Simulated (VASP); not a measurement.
# Mg (Fm-3m) in VASP: single point with LDA

Aim: the single point of Mg with LDA.

Everything below comes from runs of VASP 6.6.1. Logs are shortened: lines on timing, memory, paths and dates and some standing lists are left out, and cuts for length are marked.

### Step 1. The cell of the first run

It takes space group Fm-3m (No. 225, cubic). Conventional cell: a = 4.217 Å, b = 4.217 Å, c = 4.217 Å, α = 90.00°, β = 90.00°, γ = 90.00°. Mg (site symmetry m-3m) has 12 Mg at 2.98 Å within 3.9 Å.

### Step 2. Single point, LDA

INCAR

```
PREC     = Accurate       # precision mode
ENCUT    = 520            # plane-wave cutoff, eV
EDIFF    = 1E-7           # SCF threshold, eV
ISMEAR   = -1             # smearing method
SIGMA    = 0.15           # smearing width, eV
LREAL    = F              # projectors in reciprocal space
LASPH    = T              # aspherical terms in the spheres
NELM     = 100            # most SCF steps
ALGO     = Normal         # electronic algorithm
ISIF     = 2              # what is computed and relaxed
LWAVE    = F              # write WAVECAR
LCHARG   = T              # write CHGCAR
GGA      = CA             # functional
LELF     = T              # ELF
LVHAR    = T            
NBANDS   = 7              # bands
```

KPOINTS

```
Automatic mesh
0
Gamma
  8 8 8
```

POSCAR

```
Mg
1.0
    0.0000000000      2.1085000000      2.1085000000
    2.1085000000      0.0000000000      2.1085000000
    2.1085000000      2.1085000000      0.0000000000
Mg
1
Direct
    0.0000000000      0.0000000000      0.0000000000
```

Potentials or basis: VASP PAW LDA potentials, release 64 (Mg).

Launch:

```bash
> cat potpaw_LDA.64/Mg/POTCAR > POTCAR
> mpirun -np 1 vasp_std > vasp.out
```

OUTCAR:

```text
PREC = Accurate
   ENCUT = 520
   EDIFF = 1E-7
   ISMEAR = -1
   LREAL = F
   LASPH = T
   NELM = 100
   ISIF = 2
   GGA = CA

 ion  position               nearest neighbor table
   1  0.000  0.000  0.000-

  LATTYP: Found a face centered cubic cell.
 ALAT       =     4.2170000000

  Lattice vectors:

 A1 = (   0.0000000000,   2.1085000000,   2.1085000000)
 A2 = (   2.1085000000,   0.0000000000,   2.1085000000)
 A3 = (   2.1085000000,   2.1085000000,   0.0000000000)

Analysis of symmetry for initial positions (statically):
=====================================================================
 Subroutine PRICEL returns:
 Original cell was already a primitive cell.

 Routine SETGRP: Setting up the symmetry group for a
 face centered cubic supercell.

 Subroutine GETGRP returns: Found 48 space group operations
 (whereof 48 operations were pure point group operations)
 out of a pool of 48 trial point group operations.

The static configuration has the point symmetry O_h .

Analysis of symmetry for dynamics (positions and initial velocities):
=====================================================================
 Subroutine PRICEL returns:
 Original cell was already a primitive cell.

 Routine SETGRP: Setting up the symmetry group for a
 face centered cubic supercell.

 Subroutine GETGRP returns: Found 48 space group operations
 (whereof 48 operations were pure point group operations)
 out of a pool of 48 trial point group operations.

The dynamic configuration has the point symmetry O_h .

 Subroutine INISYM returns: Found 48 space group operations
 (whereof 48 operations are pure point group operations),
 and found     1 'primitive' translations

----------------------------------------------------------------------------------------

                                     Primitive cell

  volume of cell :      18.7478

  direct lattice vectors                    reciprocal lattice vectors
     0.000000000  2.108500000  2.108500000    -0.237135404  0.237135404  0.237135404
     2.108500000  0.000000000  2.108500000     0.237135404 -0.237135404  0.237135404
     2.108500000  2.108500000  0.000000000     0.237135404  0.237135404 -0.237135404

  length of vectors
     2.981869296  2.981869296  2.981869296     0.410730569  0.410730569  0.410730569

  position of ions in fractional coordinates (direct lattice)
     0.000000000  0.000000000  0.000000000

  ion indices of the primitive-cell ions
   primitive index   ion index
                 1           1

----------------------------------------------------------------------------------------

 KPOINTS: Automatic mesh

Automatic generation of k-mesh.
 Grid dimensions read from file:
 generate k-points for:    8    8    8

 Generating k-lattice:

  Cartesian coordinates                     Fractional coordinates (reciprocal lattice)
    -0.029641926  0.029641926  0.029641926     0.125000000  0.000000000  0.000000000
     0.029641926 -0.029641926  0.029641926     0.000000000  0.125000000  0.000000000
     0.029641926  0.029641926 -0.029641926     0.000000000  0.000000000  0.125000000

  Length of vectors
     0.051341321  0.051341321  0.051341321

  Shift w.r.t. Gamma in fractional coordinates (k-lattice)
     0.000000000  0.000000000  0.000000000

 Subroutine IBZKPT returns following result:
 ===========================================

 Found     29 irreducible k-points:

 Following reciprocal coordinates:
            Coordinates               Weight
  0.000000  0.000000  0.000000      1.000000
  0.125000  0.000000  0.000000      8.000000
  0.250000  0.000000  0.000000      8.000000
  0.375000  0.000000  0.000000      8.000000
  0.500000  0.000000  0.000000      4.000000
  0.125000  0.125000  0.000000      6.000000
[... 16 lines left out ...]
  0.500000  0.250000  0.125000     48.000000
 -0.375000  0.250000  0.125000     24.000000
 [... further k-points ...]
   k-points           NKPTS =     29   k-points in BZ     NKDIM =     29   number of bands    NBANDS=      7
   number of dos      NEDOS =    301   number of ions     NIONS =      1
   total plane-waves  NPLWV =  13824
   dimension x,y,z NGX =    24 NGY =   24 NGZ =   24
   dimension x,y,z NGXF=    48 NGYF=   48 NGZF=   48
   ions per type =               1
   NGX,Y,Z   is equivalent  to a cutoff of  13.38, 13.38, 13.38 a.u.
   NGXF,Y,Z  is equivalent  to a cutoff of  26.76, 26.76, 26.76 a.u.
 SYSTEM =  unknown system
   PREC   = accura    normal or accurate (medium, high low for compatibility)
   ISTART =      0    job   : 0-new  1-cont  2-samecut
   ICHARG =      2    charge: 1-file 2-atom 10-const
   ISPIN  =      1    spin polarized calculation?
   LNONCOLLINEAR =      F non collinear calculations
   LSORBIT =      F    spin-orbit coupling
   LASPH  =      T    aspherical Exc in radial PAW
   ENCUT  =  520.0 eV  38.22 Ry    6.18 a.u.   5.54  5.54  5.54*2*pi/ulx,y,z
   NELM   =    100;   NELMIN=  2; NELMDL= -5     # of ELM steps
   EDIFF  = 0.1E-06   stopping-criterion for ELM
   LREAL  =      F    real-space projection
   EDIFFG = 0.1E-05   stopping-criterion for IOM
   NSW    =      0    number of steps for IOM
   IBRION =     -1    ionic relax: 0-MD 1-quasi-New 2-CG
   NFREE  =      0    steps in history (QN), initial steepest desc. (CG)
   ISIF   =      2    stress and relaxation
   ISYM   =      2    0-nonsym 1-usesym 2-fastsym
   POTIM  = 0.5000    time-step for ionic-motion
   TEBEG  =    0.0;   TEEND  =   0.0 temperature during run
   PSTRESS=    0.0 pullay stress
   NELECT =       2.0000    total number of electrons
   NUPDOWN=      -1.0000    fix difference up-down
   EMIN   =  10.00;   EMAX   =-10.00  energy-range for DOS
   EFERMI =   0.00;   METHOD = LEGACY
   ISMEAR =    -1;   SIGMA  =   0.15  broadening in eV -4-tet -1-fermi 0-gaus
   EFERMI_NEDOS =   21; number of points for ismear=-14 and -15
   IALGO  =     38    algorithm
   IMIX   =      4    mixing-type and parameters
     AMIX     =   0.40;   BMIX     =  1.00
     AMIX_MAG =   1.60;   BMIX_MAG =  1.00
  volume/ion in A,a.u.               =      18.75       126.52
  Fermi-wavevector in a.u.,A,eV,Ry     =   0.776428  1.467236  8.202144  0.602841
  Thomas-Fermi vector in A             =   1.878904
   LORBIT       =      0    0 simple, 1 ext, 2 COOP (PROOUT), +10 PAW based schemes
   GGA     = CA    functional components
   LHFCALC =     F    Hartree Fock is set to
   AEXX    =    0.0000 exact exchange contribution
   IVDW    =     0    specifies the selected vdW correction
   LEPSILON=     F    determine dielectric tensor
   LRPA    =     F    only Hartree local field effects (RPA)
 non-spin polarized calculation
  energy-cutoff  :      520.00
  volume of cell :       18.75
 maximum number of plane-waves:       531
 NGX is ok and might be reduce to    24
   NGX = 11   NGY = 11   NGZ = 11

 number of electron       2.0000000 magnetization

 Free energy of the ion-electron system (eV)
  ---------------------------------------------------
  ext. energy  EPLUGINS =         0.00000000
  ---------------------------------------------------
  free energy    TOTEN  =        -1.75731076 eV

  energy without entropy =       -1.72421491  energy(sigma->0) =       -1.74076283

 E-fermi :   3.4256     XC(G=0):  -9.3578

 val. band max:        3.3469039138   @ k =   0.5000   0.1250   0.0000
 cond. band min:       3.7895225074   @ k =  -0.3750   0.5000   0.1250
 fundamental gap:      0.4426185936
 Fermi energy:         3.4255615235

 k-point     1 :       0.0000    0.0000    0.0000
  band No.  band energies     occupation
      1      -4.2247      2.00000
      2      17.1921      0.00000
      3      17.1921      0.00000
      4      17.1921      0.00000
      5      19.9901      0.00000
      6      20.1854      0.00000
      7      20.1854      0.00000

 k-point     2 :       0.1250    0.0000    0.0000
  band No.  band energies     occupation
      1      -3.8279      2.00000
      2      13.5303      0.00000
      3      16.7126      0.00000
      4      16.7126      0.00000
      5      19.6023      0.00000
      6      21.2493      0.00000
      7      21.2493      0.00000

 k-point     3 :       0.2500    0.0000    0.0000
  band No.  band energies     occupation
      1      -2.6495      2.00000
      2       9.1408      0.00000
      3      16.1347      0.00000
      4      16.1347      0.00000
      5      18.8952      0.00000
      6      19.9258      0.00000
      7      19.9258      0.00000

 k-point     4 :       0.3750    0.0000    0.0000
  band No.  band energies     occupation
      1      -0.7267      2.00000
      2       5.2516      0.00001
      3      15.9288      0.00000
      4      15.9288      0.00000
      5      18.3247      0.00000
      6      18.3247      0.00000
      7      18.6372      0.00000

 k-point     5 :       0.5000    0.0000    0.0000
  band No.  band energies     occupation
      1       1.5814      1.99999
      2       2.2864      1.99899
      3      15.9575      0.00000
      4      15.9575      0.00000
      5      17.6826      0.00000
      6      17.6826      0.00000
      7      18.6834      0.00000
[... 161 lines left out ...]
 k-point    22 :       0.3750    0.2500    0.1250
  band No.  band energies     occupation
      1      -1.6171      2.00000
      2       9.3557      0.00000
      3      11.0112      0.00000
      4      14.2610      0.00000
      5      16.9821      0.00000
      6      19.7865      0.00000
      7      21.7625      0.00000

 k-point    23 :       0.5000    0.2500    0.1250
  band No.  band energies     occupation
      1       0.2778      2.00000
      2       6.1225      0.00000
      3      10.1565      0.00000
      4      12.5113      0.00000
      5      17.8664      0.00000
      6      19.9192      0.00000
      7      22.1456      0.00000

 k-point    24 :      -0.3750    0.2500    0.1250
  band No.  band energies     occupation
      1       2.5222      1.99516
      2       3.2752      1.46301
      3      10.1857      0.00000
      4      11.7506      0.00000
      5      18.5698      0.00000
      6      18.7010      0.00000
      7      25.3024      0.00000

 [... further k-points ...]

------------------------ aborting loop because EDIFF is reached ----------------------------------------

  FORCE on cell =-STRESS in cart. coord.  units (eV):
  Direction    XX          YY          ZZ          XY          YZ          ZX
  --------------------------------------------------------------------------------------
  -------------------------------------------------------------------------------------
  Total        0.8916796      0.8916796      0.8916796      0.0000000     -0.0000000      0.0000000
  in kB       76.2023878     76.2023878     76.2023878      0.0000000     -0.0000000      0.0000000
  external PRESSURE =      76.2023878 kB  Pullay stress =       0.0000000 kB

 VOLUME and BASIS-vectors are now :
 -----------------------------------------------------------------------------
  energy-cutoff  :      520.00
  volume of cell :       18.75
      direct lattice vectors                 reciprocal lattice vectors
     0.000000000  2.108500000  2.108500000    -0.237135404  0.237135404  0.237135404
     2.108500000  0.000000000  2.108500000     0.237135404 -0.237135404  0.237135404
     2.108500000  2.108500000  0.000000000     0.237135404  0.237135404 -0.237135404

 POSITION                                       TOTAL-FORCE (eV/Angst)
 -----------------------------------------------------------------------------------
      0.00000      0.00000      0.00000         0.000000      0.000000     -0.000000
 -----------------------------------------------------------------------------------
    total drift:                                0.000000     -0.000000     -0.000000

  FREE ENERGIE OF THE ION-ELECTRON SYSTEM (eV)
  ---------------------------------------------------
  free  energy   TOTEN  =        -1.7573107561 eV

  energy  without entropy=       -1.7242149054  energy(sigma->0) =       -1.74076283
```

Wall time 5.1 s (1 thread of AMD EPYC 7R13, shared host); peak memory 0.09 GiB.

What came out:

```yaml
Free_energy: -1.7573 eV
Pressure: 7.6 GPa
Band_gap_on_the_k_mesh: zero (band 1 reaches 5.17 eV, above the bottom of band 2 at 2.29 eV)
```

Levels at points of the mesh, in eV from the Fermi level:
```tsv
k point	band 1	band 2	band 3	band 4	band 5
(0.00, 0.00, 0.00)	-7.65	13.77	13.77	13.77	16.56
(0.50, 0.00, 0.00)	-1.84	-1.14	12.53	12.53	14.26
(0.50, 0.50, 0.00)	-0.09	1.06	6.65	8.19	8.19
```
